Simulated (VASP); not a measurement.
# KF (Fm-3m) in VASP: further runs, part 3 of 4

VASP 6.6.1.

### Step 4. Electric field gradients, PBEsol (volume scaled by 1.04)

Input file INCAR:

```
  PREC = Accurate
  ENCUT = 520
  EDIFF = 1E-8
  ISMEAR = -1
  SIGMA = 0.01
  LREAL = False
  LASPH = True
  NELM = 60
  ALGO = Normal
  ISIF = 2
  LWAVE = False
  LCHARG = False
  GGA = PS
  LEFG = True
  NBANDS = 15
```

Input file KPOINTS:

```
Automatic mesh
0
Gamma
  9 9 9
```

Input file POSCAR:

```
KF
1.0
    0.0000000000      2.7086816661      2.7086816661
    2.7086816661      0.0000000000      2.7086816661
    2.7086816661      2.7086816661      0.0000000000
K F
1 1
Direct
    0.0000000000      0.0000000000      0.0000000000
    0.5000000000      0.5000000000      0.5000000000
```

Potentials or basis: VASP PAW PBE potentials, release 64 (K_sv, F).

Started as:

```bash
$ cat potpaw_PBE.64/K_sv/POTCAR potpaw_PBE.64/F/POTCAR > POTCAR
$ mpirun -np 1 vasp_std > vasp.out
```

OUTCAR:

```text
PREC = Accurate
   ENCUT = 520
   EDIFF = 1E-8
   ISMEAR = -1
   LREAL = False
   LASPH = True
   NELM = 60
   ISIF = 2
   GGA = PS

 ion  position               nearest neighbor table
   1  0.000  0.000  0.000-   2 2.71   2 2.71   2 2.71   2 2.71   2 2.71   2 2.71
   2  0.500  0.500  0.500-   1 2.71   1 2.71   1 2.71   1 2.71   1 2.71   1 2.71

  LATTYP: Found a face centered cubic cell.
 ALAT       =     5.4173633322

  Lattice vectors:

 A1 = (   0.0000000000,   2.7086816661,   2.7086816661)
 A2 = (   2.7086816661,   0.0000000000,   2.7086816661)
 A3 = (   2.7086816661,   2.7086816661,   0.0000000000)

Analysis of symmetry for initial positions (statically):
=====================================================================
 Subroutine PRICEL returns:
 Original cell was already a primitive cell.

 Routine SETGRP: Setting up the symmetry group for a
 face centered cubic supercell.

 Subroutine GETGRP returns: Found 48 space group operations
 (whereof 48 operations were pure point group operations)
 out of a pool of 48 trial point group operations.

The static configuration has the point symmetry O_h .

Analysis of symmetry for dynamics (positions and initial velocities):
=====================================================================
 Subroutine PRICEL returns:
 Original cell was already a primitive cell.

 Routine SETGRP: Setting up the symmetry group for a
 face centered cubic supercell.

 Subroutine GETGRP returns: Found 48 space group operations
 (whereof 48 operations were pure point group operations)
 out of a pool of 48 trial point group operations.

The dynamic configuration has the point symmetry O_h .

 Subroutine INISYM returns: Found 48 space group operations
 (whereof 48 operations are pure point group operations),
 and found     1 'primitive' translations

----------------------------------------------------------------------------------------

                                     Primitive cell

  volume of cell :      39.7470

  direct lattice vectors                    reciprocal lattice vectors
     0.000000000  2.708681666  2.708681666    -0.184591643  0.184591643  0.184591643
     2.708681666  0.000000000  2.708681666     0.184591643 -0.184591643  0.184591643
     2.708681666  2.708681666  0.000000000     0.184591643  0.184591643 -0.184591643

  length of vectors
     3.830654348  3.830654348  3.830654348     0.319722105  0.319722105  0.319722105

  position of ions in fractional coordinates (direct lattice)
     0.000000000  0.000000000  0.000000000
     0.500000000  0.500000000  0.500000000

  ion indices of the primitive-cell ions
   primitive index   ion index
                 1           1
                 2           2

----------------------------------------------------------------------------------------

 KPOINTS: Automatic mesh

Automatic generation of k-mesh.
 Grid dimensions read from file:
[... 76 lines left out ...]
   NELECT =      16.0000    total number of electrons
   NUPDOWN=      -1.0000    fix difference up-down
   EMIN   =  10.00;   EMAX   =-10.00  energy-range for DOS
   EFERMI =   0.00;   METHOD = LEGACY
   ISMEAR =    -1;   SIGMA  =   0.01  broadening in eV -4-tet -1-fermi 0-gaus
   EFERMI_NEDOS =   21; number of points for ismear=-14 and -15
   IALGO  =     38    algorithm
   IMIX   =      4    mixing-type and parameters
     AMIX     =   0.40;   BMIX     =  1.00
     AMIX_MAG =   1.60;   BMIX_MAG =  1.00
  volume/ion in A,a.u.               =      19.87       134.11
  Fermi-wavevector in a.u.,A,eV,Ry     =   1.208779  2.284261 19.880103  1.461146
  Thomas-Fermi vector in A             =   2.344376
   LORBIT       =      0    0 simple, 1 ext, 2 COOP (PROOUT), +10 PAW based schemes
   GGA     = PS    functional components
   LHFCALC =     F    Hartree Fock is set to
   AEXX    =    0.0000 exact exchange contribution
   IVDW    =     0    specifies the selected vdW correction
   LEPSILON=     F    determine dielectric tensor
   LRPA    =     F    only Hartree local field effects (RPA)
 non-spin polarized calculation
  energy-cutoff  :      520.00
  volume of cell :       39.75
 maximum number of plane-waves:      1083
   NGX = 15   NGY = 15   NGZ = 15

 number of electron      15.9999983 magnetization

 Free energy of the ion-electron system (eV)
  ---------------------------------------------------
  ext. energy  EPLUGINS =         0.00000000
  ---------------------------------------------------
  free energy    TOTEN  =        -8.50946046 eV

  energy without entropy =       -8.50946046  energy(sigma->0) =       -8.50946046

 E-fermi :  -2.7133     XC(G=0):  -8.4113

 val. band max:       -3.0082960123   @ k =   0.0000   0.0000   0.0000
 cond. band min:       2.8241090489   @ k =   0.0000   0.0000   0.0000
 fundamental gap:      5.8324050612
 Fermi energy:        -2.7132752924

 k-point     1 :       0.0000    0.0000    0.0000
  band No.  band energies     occupation
      1     -29.0910      2.00000
      2     -21.5155      2.00000
      3     -12.4308      2.00000
      4     -12.4308      2.00000
      5     -12.4308      2.00000
      6      -3.0083      2.00000
      7      -3.0083      2.00000
      8      -3.0083      2.00000
      9       2.8241      0.00000
     10       7.5166      0.00000
     11       7.5166      0.00000
     12       7.5166      0.00000
     13       9.1333      0.00000
     14       9.1333      0.00000
[... 401 lines left out ...]
      2     -21.5267      2.00000
      3     -12.9080      2.00000
      4     -12.6156      2.00000
      5     -12.6156      2.00000
      6      -3.2713      2.00000
      7      -3.0729      2.00000
      8      -3.0729      2.00000
      9       5.1111      0.00000
     10       6.7617      0.00000
     11       8.4694      0.00000
     12      10.3277      0.00000
     13      10.8179      0.00000
     14      10.8179      0.00000
     15      12.6096      0.00000

 [... further k-points ...]
[... 5 lines left out ...]
  --------------------------------------------------------------------------------------
  -------------------------------------------------------------------------------------
  Total       -0.4352192     -0.4352192     -0.4352192      0.0000000     -0.0000000     -0.0000000
  in kB      -17.5434384    -17.5434384    -17.5434384      0.0000000     -0.0000000     -0.0000000
  external PRESSURE =     -17.5434384 kB  Pullay stress =       0.0000000 kB

 VOLUME and BASIS-vectors are now :
 -----------------------------------------------------------------------------
  energy-cutoff  :      520.00
  volume of cell :       39.75
      direct lattice vectors                 reciprocal lattice vectors
     0.000000000  2.708681666  2.708681666    -0.184591643  0.184591643  0.184591643
     2.708681666  0.000000000  2.708681666     0.184591643 -0.184591643  0.184591643
     2.708681666  2.708681666  0.000000000     0.184591643  0.184591643 -0.184591643

 POSITION                                       TOTAL-FORCE (eV/Angst)
 -----------------------------------------------------------------------------------
      0.00000      0.00000      0.00000        -0.000000      0.000000      0.000000
      2.70868      2.70868      2.70868         0.000000     -0.000000     -0.000000
 -----------------------------------------------------------------------------------
    total drift:                                0.000000      0.000000      0.000000

  FREE ENERGIE OF THE ION-ELECTRON SYSTEM (eV)
  ---------------------------------------------------
  free  energy   TOTEN  =        -8.5094604647 eV

  energy  without entropy=       -8.5094604647  energy(sigma->0) =       -8.50946046

 Electric field gradients (V/A^2)
---------------------------------------------------------------------
 ion       V_xx      V_yy      V_zz      V_xy      V_xz      V_yz
---------------------------------------------------------------------
   1       0.000     0.000    -0.000    -0.000    -0.000    -0.000
   2       0.000    -0.000    -0.000     0.008     0.008     0.008
---------------------------------------------------------------------

 Electric field gradients after diagonalization (V/A^2)
 (convention: |V_zz| > |V_xx| > |V_yy|)
----------------------------------------------------------------------
 ion       V_xx      V_yy      V_zz     asymmetry (V_yy - V_xx)/ V_zz
----------------------------------------------------------------------
   1       0.000     0.000    -0.000       0.000
   2      -0.008    -0.008     0.017       0.000
----------------------------------------------------------------------

           NMR quadrupolar parameters

 Cq : quadrupolar parameter    Cq=e*Q*V_zz/h
 eta: asymmetry parameters     (V_yy - V_xx)/ V_zz
 Q  : nuclear electric quadrupole moment in mb (millibarn)
----------------------------------------------------------------------
 ion       Cq(MHz)       eta       Q (mb)
----------------------------------------------------------------------
   1      -0.000       0.000       1.000
   2       0.000       0.000       1.000
----------------------------------------------------------------------
```

OSZICAR:

```text
N       E                     dE             d eps       ncg     rms          rms(c)
DAV:   1     0.107185934387E+03    0.10719E+03   -0.80653E+03  1050   0.102E+03
DAV:   2    -0.533231377887E+01   -0.11252E+03   -0.10360E+03  1352   0.283E+02
DAV:   3    -0.951758980094E+01   -0.41853E+01   -0.41666E+01  1367   0.487E+01
DAV:   4    -0.964730972455E+01   -0.12972E+00   -0.12971E+00  1431   0.776E+00
DAV:   5    -0.964799349748E+01   -0.68377E-03   -0.68377E-03  1411   0.618E-01    0.583E+00
DAV:   6    -0.855248408123E+01    0.10955E+01   -0.30683E+00  1134   0.136E+01    0.384E+00
DAV:   7    -0.851496628398E+01    0.37518E-01   -0.66680E-02  1309   0.220E+00    0.218E+00
DAV:   8    -0.850719103852E+01    0.77752E-02   -0.53017E-02  1239   0.225E+00    0.212E-01
DAV:   9    -0.850879592029E+01   -0.16049E-02   -0.44211E-03  1288   0.556E-01    0.122E-01
DAV:  10    -0.850922056437E+01   -0.42464E-03   -0.37461E-04  1191   0.168E-01    0.817E-02
DAV:  11    -0.850945999092E+01   -0.23943E-03   -0.22474E-04  1106   0.107E-01    0.146E-02
DAV:  12    -0.850946038205E+01   -0.39112E-06   -0.11709E-05  1319   0.330E-02    0.522E-03
DAV:  13    -0.850946038497E+01   -0.29222E-08   -0.26492E-06  1176   0.137E-02    0.240E-03
DAV:  14    -0.850946043793E+01   -0.52965E-07   -0.71289E-08  1344   0.255E-03    0.578E-04
DAV:  15    -0.850946045994E+01   -0.22008E-07   -0.46252E-09   934   0.511E-04    0.897E-05
DAV:  16    -0.850946046469E+01   -0.47503E-08   -0.92511E-10   651   0.268E-04
   1 F= -.85094605E+01 E0= -.85094605E+01  d E =-.883014E-15
```

stdout:

```text
POSCAR found type information on POSCAR K F
 POSCAR found :  2 types and       2 ions
 scaLAPACK will be used
 -----------------------------------------------------------------------------
|                                                                             |
|                                                                             |
|     You enforced a specific xc type in the INCAR file but a different       |
|     I HOPE YOU KNOW WHAT YOU ARE DOING!                                     |
|                                                                             |
 -----------------------------------------------------------------------------

 LDA part: xc-table for (Slater+PW92), standard interpolation
 POSCAR, INCAR and KPOINTS ok, starting setup
 FFT: planning ... GRIDC
 FFT: planning ... GRID_SOFT
 FFT: planning ... GRID
 WAVECAR not read
 entering main loop
ion   1

ion   2
```

Run time: 11 s. Hardware: 1 thread of Intel Xeon 6975P-C (Granite Rapids), shared host; peak memory 0.15 GiB.

Results:

| Property | Result |
| --- | --- |
| Free energy | -8.5095 eV |
| Pressure | -1.8 GPa |
| Band gap on the k mesh | 5.83 eV, direct |

Caveat: without QUAD_EFG the Cq values of the log hold for a quadrupole moment of 1 mb, not for the nuclei; the PAW data sets were made with another functional, which shifts forces and pressure a little. A k mesh can miss the band edges.

(Continued in part 4 of 4.)
